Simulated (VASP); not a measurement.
# LiTaO2 (P-3m1) in VASP: notebook

Runs on LiTaO2. Level: PBE. Tasks: single point, relaxation of cell and atoms.

Everything below comes from runs of VASP 6.6.1. Logs are shortened: lines on timing, memory, paths and dates and some standing lists are left out, and cuts for length are marked.

## Step 1: The cell of the first run

The structure is trigonal, space group P-3m1 (No. 164). The conventional cell has a = 2.854 Å, b = 2.854 Å, c = 5.573 Å, α = 90.00°, β = 90.00°, γ = 120.00°. Li (site symmetry -3m) has 6 O at 2.14 Å and 2 Ta at 2.79 Å within 2.8 Å. Within 2.9 Å of Ta (site symmetry -3m) lie 6 O at 2.18 Å and 2 Li at 2.79 Å and 6 Ta at 2.85 Å. Within 2.8 Å of O (site symmetry 3m) lie 3 Li at 2.14 Å and 3 Ta at 2.18 Å.

## Step 2: Single point, PBE

File INCAR:

```
  ALGO = Normal
  EDIFF = 1E-6
  ENCUT = 520
  GGA = PE
  ISIF = 2
  ISMEAR = 0
  LASPH = T
  LCHARG = F
  LREAL = F
  LWAVE = F
  NBANDS = 21
  NELM = 100
  PREC = Accurate
  SIGMA = 0.1
```

File KPOINTS:

```
k-points
0
Gamma
  18 18 8
```

File POSCAR:

```
LiTaO2
1.0
    2.8544017760      0.0000000000      0.0000000000
   -1.4272008880      2.4719844506      0.0000000000
    0.0000000000      0.0000000000      5.5729385858
Li Ta O
1 1 2
Direct
    0.0000000000      0.0000000000      0.5000000000
    0.0000000000      0.0000000000      0.0000000000
    0.6666666667      0.3333333333      0.2553496220
    0.3333333333      0.6666666667      0.7446503780
```

Potentials or basis: VASP PAW PBE potentials, release 64 (Li_sv, Ta_pv, O).

The run is started by

```console
$ cat potpaw_PBE.64/Li_sv/POTCAR potpaw_PBE.64/Ta_pv/POTCAR potpaw_PBE.64/O/POTCAR > POTCAR
$ mpirun -np 1 vasp_std > vasp.out
```

OUTCAR:

```text
EDIFF = 1E-6
   ENCUT = 520
   GGA = PE
   ISIF = 2
   ISMEAR = 0
   LASPH = T
   LREAL = F
   NELM = 100
   PREC = Accurate

 ion  position               nearest neighbor table
   1  0.000  0.000  0.500-   3 2.14   4 2.14   4 2.14   3 2.14   3 2.14   4 2.14   2 2.79   2 2.79

   2  0.000  0.000  0.000-   3 2.18   4 2.18   4 2.18   3 2.18   3 2.18   4 2.18   1 2.79   1 2.79

   3  0.667  0.333  0.255-   1 2.14   1 2.14   1 2.14   2 2.18   2 2.18   2 2.18
   4  0.333  0.667  0.745-   1 2.14   1 2.14   1 2.14   2 2.18   2 2.18   2 2.18

  LATTYP: Found a hexagonal cell.
 ALAT       =     2.8544017760
 C/A-ratio  =     1.9524015970

  Lattice vectors:

 A1 = (   2.8544017760,   0.0000000000,   0.0000000000)
 A2 = (  -1.4272008880,   2.4719844506,   0.0000000000)
 A3 = (   0.0000000000,   0.0000000000,   5.5729385858)

Analysis of symmetry for initial positions (statically):
=====================================================================
 Subroutine PRICEL returns:
 Original cell was already a primitive cell.

 Routine SETGRP: Setting up the symmetry group for a
 hexagonal supercell.

 Subroutine GETGRP returns: Found 12 space group operations
 (whereof 12 operations were pure point group operations)
 out of a pool of 24 trial point group operations.

The static configuration has the point symmetry D_3d.

Analysis of symmetry for dynamics (positions and initial velocities):
=====================================================================
 Subroutine PRICEL returns:
 Original cell was already a primitive cell.

 Routine SETGRP: Setting up the symmetry group for a
 hexagonal supercell.

 Subroutine GETGRP returns: Found 12 space group operations
 (whereof 12 operations were pure point group operations)
 out of a pool of 24 trial point group operations.

The dynamic configuration has the point symmetry D_3d.

 Subroutine INISYM returns: Found 12 space group operations
 (whereof 12 operations are pure point group operations),
 and found     1 'primitive' translations

----------------------------------------------------------------------------------------

                                     Primitive cell

  volume of cell :      39.3229

  direct lattice vectors                    reciprocal lattice vectors
     2.854401776  0.000000000  0.000000000     0.350336105  0.202266644  0.000000000
    -1.427200888  2.471984451  0.000000000     0.000000000  0.404533289  0.000000000
     0.000000000  0.000000000  5.572938586     0.000000000  0.000000000  0.179438547

  length of vectors
     2.854401776  2.854401776  5.572938586     0.404533289  0.404533289  0.179438547

  position of ions in fractional coordinates (direct lattice)
     0.000000000  0.000000000  0.500000000
     0.000000000  0.000000000  0.000000000
     0.666666667  0.333333333  0.255349622
     0.333333333  0.666666667  0.744650378

  ion indices of the primitive-cell ions
   primitive index   ion index
                 1           1
                 2           2
                 3           3
                 4           4

----------------------------------------------------------------------------------------

 KPOINTS: k-points

Automatic generation of k-mesh.
 Grid dimensions read from file:
 generate k-points for:   18   18    8

 Generating k-lattice:

  Cartesian coordinates                     Fractional coordinates (reciprocal lattice)
     0.019463117  0.011237036  0.000000000     0.055555556  0.000000000  0.000000000
     0.000000000  0.022474072  0.000000000     0.000000000  0.055555556  0.000000000
     0.000000000  0.000000000  0.022429818     0.000000000  0.000000000  0.125000000

  Length of vectors
     0.022474072  0.022474072  0.022429818

  Shift w.r.t. Gamma in fractional coordinates (k-lattice)
     0.000000000  0.000000000  0.000000000

 Subroutine IBZKPT returns following result:
 ===========================================

 Found    266 irreducible k-points:

 Following reciprocal coordinates:
            Coordinates               Weight
  0.000000  0.000000  0.000000      1.000000
  0.055556 -0.000000  0.000000      6.000000
  0.111111 -0.000000  0.000000      6.000000
  0.166667  0.000000  0.000000      6.000000
  0.222222 -0.000000  0.000000      6.000000
  0.277778  0.000000  0.000000      6.000000
[... 16 lines left out ...]
  0.333333  0.111111  0.000000     12.000000
  0.388889  0.111111  0.000000     12.000000
 [... further k-points ...]
   k-points           NKPTS =    266   k-points in BZ     NKDIM =    266   number of bands    NBANDS=     21
   number of dos      NEDOS =    301   number of ions     NIONS =      4
   total plane-waves  NPLWV =  24192
   dimension x,y,z NGX =    24 NGY =   24 NGZ =   42
   dimension x,y,z NGXF=    48 NGYF=   48 NGZF=   84
   ions per type =               1   1   2
   NGX,Y,Z   is equivalent  to a cutoff of  13.98, 13.98, 12.53 a.u.
   NGXF,Y,Z  is equivalent  to a cutoff of  27.96, 27.96, 25.06 a.u.
 SYSTEM =  unknown system
   PREC   = accura    normal or accurate (medium, high low for compatibility)
   ISTART =      0    job   : 0-new  1-cont  2-samecut
   ICHARG =      2    charge: 1-file 2-atom 10-const
   ISPIN  =      1    spin polarized calculation?
   LNONCOLLINEAR =      F non collinear calculations
   LSORBIT =      F    spin-orbit coupling
   LASPH  =      T    aspherical Exc in radial PAW
   ENCUT  =  520.0 eV  38.22 Ry    6.18 a.u.   5.31  5.31 10.36*2*pi/ulx,y,z
   NELM   =    100;   NELMIN=  2; NELMDL= -5     # of ELM steps
   EDIFF  = 0.1E-05   stopping-criterion for ELM
   LREAL  =      F    real-space projection
   EDIFFG = 0.1E-04   stopping-criterion for IOM
   NSW    =      0    number of steps for IOM
   IBRION =     -1    ionic relax: 0-MD 1-quasi-New 2-CG
   NFREE  =      0    steps in history (QN), initial steepest desc. (CG)
   ISIF   =      2    stress and relaxation
   ISYM   =      2    0-nonsym 1-usesym 2-fastsym
   POTIM  = 0.5000    time-step for ionic-motion
   TEBEG  =    0.0;   TEEND  =   0.0 temperature during run
   PSTRESS=    0.0 pullay stress
   NELECT =      26.0000    total number of electrons
   NUPDOWN=      -1.0000    fix difference up-down
   EMIN   =  10.00;   EMAX   =-10.00  energy-range for DOS
   EFERMI =   0.00;   METHOD = LEGACY
   ISMEAR =     0;   SIGMA  =   0.10  broadening in eV -4-tet -1-fermi 0-gaus
   EFERMI_NEDOS =   21; number of points for ismear=-14 and -15
   IALGO  =     38    algorithm
   IMIX   =      4    mixing-type and parameters
     AMIX     =   0.40;   BMIX     =  1.00
     AMIX_MAG =   1.60;   BMIX_MAG =  1.00
  volume/ion in A,a.u.               =       9.83        66.34
  Fermi-wavevector in a.u.,A,eV,Ry     =   1.426213  2.695151 27.675368  2.034082
  Thomas-Fermi vector in A             =   2.546514
   LORBIT       =      0    0 simple, 1 ext, 2 COOP (PROOUT), +10 PAW based schemes
   GGA     = PE    functional components
   LHFCALC =     F    Hartree Fock is set to
   AEXX    =    0.0000 exact exchange contribution
   IVDW    =     0    specifies the selected vdW correction
   LEPSILON=     F    determine dielectric tensor
   LRPA    =     F    only Hartree local field effects (RPA)
 non-spin polarized calculation
 Gauss-broadening in eV      SIGMA  =   0.10
  energy-cutoff  :      520.00
  volume of cell :       39.32
 maximum number of plane-waves:      1077
 NGX is ok and might be reduce to    24
   NGX = 11   NGY = 11   NGZ = 21

 number of electron      25.9999998 magnetization

 Free energy of the ion-electron system (eV)
  ---------------------------------------------------
  ext. energy  EPLUGINS =         0.00000000
  ---------------------------------------------------
  free energy    TOTEN  =       -32.15686261 eV

  energy without entropy =      -32.15360856  energy(sigma->0) =      -32.15523559

 E-fermi :   6.0561     XC(G=0): -11.6745

 val. band max:        6.0225274394   @ k =   0.1111   0.1111   0.2500
 cond. band min:       6.0757513693   @ k =   0.3333   0.2778   0.5000
 fundamental gap:      0.0532239299
 Fermi energy:         6.0561466223

 k-point     1 :       0.0000    0.0000    0.0000
  band No.  band energies     occupation
      1     -39.7969      2.00000
      2     -29.5157      2.00000
      3     -28.8164      2.00000
      4     -28.8164      2.00000
      5     -14.4753      2.00000
      6     -13.2446      2.00000
[... 13 lines left out ...]
     20      15.5574      0.00000
     21      18.7385      0.00000

 k-point     2 :       0.0556   -0.0000    0.0000
  band No.  band energies     occupation
      1     -39.7960      2.00000
      2     -29.5070      2.00000
      3     -28.8594      2.00000
      4     -28.8254      2.00000
      5     -14.4311      2.00000
      6     -13.2498      2.00000
[... 13 lines left out ...]
     20      15.5129      0.00000
     21      18.9298      0.00000

 k-point     3 :       0.1111   -0.0000    0.0000
  band No.  band energies     occupation
      1     -39.7934      2.00000
      2     -29.4818      2.00000
      3     -28.9817      2.00000
      4     -28.8510      2.00000
      5     -14.3056      2.00000
      6     -13.2644      2.00000
[... 13 lines left out ...]
     20      15.3906      0.00000
     21      19.1061      0.00000

 k-point     4 :       0.1667    0.0000    0.0000
  band No.  band energies     occupation
      1     -39.7895      2.00000
      2     -29.4431      2.00000
      3     -29.1643      2.00000
      4     -28.8901      2.00000
      5     -14.1173      2.00000
      6     -13.2847      2.00000
[... 13 lines left out ...]
     20      15.2332      0.00000
     21      19.3341      0.00000

 k-point     5 :       0.2222   -0.0000    0.0000
  band No.  band energies     occupation
      1     -39.7846      2.00000
      2     -29.4036      2.00000
      3     -29.3728      2.00000
      4     -28.9376      2.00000
      5     -13.8966      2.00000
      6     -13.3011      2.00000
[... 13 lines left out ...]
     20      15.2823      0.00000
     21      19.0375      0.00000
[... 382 lines left out ...]
     20      15.8990      0.00000
     21      18.2773      0.00000

 k-point    22 :       0.2778    0.1111    0.0000
  band No.  band energies     occupation
      1     -39.7732      2.00000
      2     -29.8025      2.00000
      3     -29.2809      2.00000
      4     -29.1140      2.00000
      5     -13.5031      2.00000
      6     -13.2118      2.00000
[... 13 lines left out ...]
     20      16.1964      0.00000
     21      17.6744      0.00000

 k-point    23 :       0.3333    0.1111    0.0000
  band No.  band energies     occupation
      1     -39.7694      2.00000
      2     -29.9419      2.00000
      3     -29.2428      2.00000
      4     -29.1635      2.00000
      5     -13.4953      2.00000
      6     -13.0580      2.00000
[... 13 lines left out ...]
     20      16.2735      0.00000
     21      17.3588      0.00000

 k-point    24 :       0.3889    0.1111    0.0000
  band No.  band energies     occupation
      1     -39.7670      2.00000
      2     -30.0315      2.00000
      3     -29.2178      2.00000
      4     -29.1956      2.00000
      5     -13.5041      2.00000
      6     -12.9419      2.00000
[... 13 lines left out ...]
     20      16.2016      0.00000
     21      17.2913      0.00000

 [... further k-points ...]
[... 5 lines left out ...]
  --------------------------------------------------------------------------------------
  -------------------------------------------------------------------------------------
  Total        0.1300756      0.1300756      0.1228185      0.0000000      0.0000000      0.0000000
  in kB        5.2998226      5.2998226      5.0041385      0.0000000      0.0000000      0.0000000
  external PRESSURE =       5.2012613 kB  Pullay stress =       0.0000000 kB

 VOLUME and BASIS-vectors are now :
 -----------------------------------------------------------------------------
  energy-cutoff  :      520.00
  volume of cell :       39.32
      direct lattice vectors                 reciprocal lattice vectors
     2.854401776  0.000000000  0.000000000     0.350336105  0.202266644  0.000000000
    -1.427200888  2.471984451  0.000000000     0.000000000  0.404533289  0.000000000
     0.000000000  0.000000000  5.572938586     0.000000000  0.000000000  0.179438547

 POSITION                                       TOTAL-FORCE (eV/Angst)
 -----------------------------------------------------------------------------------
      0.00000      0.00000      2.78647         0.000000      0.000000      0.000000
      0.00000      0.00000      0.00000         0.000000      0.000000      0.000000
      1.42720      0.82399      1.42305        -0.000000      0.000000      0.056923
     -0.00000      1.64799      4.14989        -0.000000     -0.000000     -0.056923
 -----------------------------------------------------------------------------------
    total drift:                                0.000000      0.000000     -0.000000

  FREE ENERGIE OF THE ION-ELECTRON SYSTEM (eV)
  ---------------------------------------------------
  free  energy   TOTEN  =       -32.1568626109 eV

  energy  without entropy=      -32.1536085644  energy(sigma->0) =      -32.15523559
```

Wall time 4.9 min (1 thread of Intel Xeon Platinum 8375C at 2.90GHz (Ice Lake), shared host); peak memory 0.33 GiB.

Results:

* Free energy: -32.1569 eV
* Largest force: 0.057 eV/Å
* Band gap on the k mesh: zero (band 13 reaches 7.10 eV, above the bottom of band 14 at 5.75 eV)

Forces on the atoms (eV/Å):
```
Li   0.000  0.000  0.000
Ta   0.000  0.000  0.000
O    0.000  0.000  0.057
O    0.000  0.000 -0.057
```

Levels at points of the mesh, in eV from the Fermi level:
```
           k point  band 10  band 11  band 12  band 13  band 14  band 15  band 16  band 17
(0.00, 0.00, 0.00)    -4.31    -3.19    -3.19    -1.29     0.75     0.75     2.88     4.36
(0.50, 0.00, 0.00)    -5.18    -5.09    -3.95    -2.19     4.41     4.76     5.10     5.89
(0.00, 0.00, 0.50)    -4.91    -3.24    -3.24    -0.45     0.73     0.73     3.12     4.44
(0.50, 0.00, 0.50)    -5.34    -4.32    -3.72    -2.60     3.95     4.68     4.82     5.74
```

Caveat: the cutoff is under 1.25 times the usual one of these potentials, so pressure, stress and relaxed cells hold a basis-set (Pulay) error; spin-orbit coupling is left out, which moves the levels of the heavy elements.

[end of part 1 of 2]
